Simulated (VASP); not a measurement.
Runs of VASP 6.6.1 on As. The typed cell holds 1 atom: a = 2.999 Å, b = 2.598 Å, c = 2.582 Å, α = 78.73°, β = 76.84°, γ = 93.49°. 

```csv
level,cutoff (eV),share of exact exchange,screening parameter,gap on the mesh (eV),pressure (GPa)
PBE-based screened hybrid with 30 % exact exchange,520,0.3,0.2 1/Å,none,2.2
B3LYP,400,0.2,-,none,10.2
PBE-based screened hybrid with 50 % exact exchange,520,0.5,0.2 1/Å,none,(a)
PBE-based screened hybrid with 40 % exact exchange,520,0.4,0.2 1/Å,none,0.5
PBEsol-based global hybrid with 25 % exact exchange,520,0.25,-,none,0.3
PBE0,400,0.25,-,none,(b)
```

Alike in all rows: task single point; potentials or basis VASP PAW PBE potentials, release 64 (As); no spin polarisation; cell as given; k mesh 5 × 5 × 6; smearing fermi-dirac 0.05 eV.

Estimate the missing entries.

(a) -1.2; (b) 2.8.

Caveats: all runs use coarse meshes; the PAW data sets were made with another functional, which shifts forces and pressure a little; an odd number of electrons without spin polarisation forces a metal; a magnetic or distorted state may lie lower.

A k mesh can miss the band edges, and the runs leave out spin-orbit coupling on As.

A gap of «none» marks levels without a gap at the run's occupations.
